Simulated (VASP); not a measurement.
CoO, 4 atoms in the cell. It takes space group P6_3mc (No. 186, hexagonal). Conventional cell: a = 3.132 Å, b = 3.132 Å, c = 5.273 Å, α = 90.00°, β = 90.00°, γ = 120.00°. Co (site symmetry 3m) has 4 O at 1.89 to 1.96 Å within 2.5 Å. Within 2.5 Å of O (site symmetry 3m) lie 4 Co at 1.89 to 1.96 Å. 

| Item | Value |
| --- | --- |
| Program | VASP 6.6.1 |
| Task | single point |
| Functional | PBE |
| Dispersion | D3(BJ) |
| Potentials or basis | VASP PAW PBE potentials, release 64 (Co, O) |
| Cutoff | 520 eV |
| k mesh | 12 × 12 × 8 |
| Occupations | gaussian, width 0.01 eV |
| Spin | collinear spin, antiferromagnetic start |
| Starting moments | [-2.32, 2.32, 0.17, -0.17] μB |
| Dipole correction | no |
| Further INCAR settings | ALGO = Normal; EDIFF = 1e-06; NBANDS = 27 |

Potentials or basis: VASP PAW PBE potentials, release 64 (Co, O).

Command:

```console
$ cat potpaw_PBE.64/Co/POTCAR potpaw_PBE.64/O/POTCAR > POTCAR
$ mpirun -np 1 vasp_std > vasp.out
```

Hardware: 1 thread of Intel Xeon 6975P-C (shared host).

Problem. Estimate the wall time of this run.

Solution. Run time: 2.7 min on 1 thread of Intel Xeon 6975P-C (shared host), peak memory 0.3 GiB. Counts: scf iterations 17, k points 95.
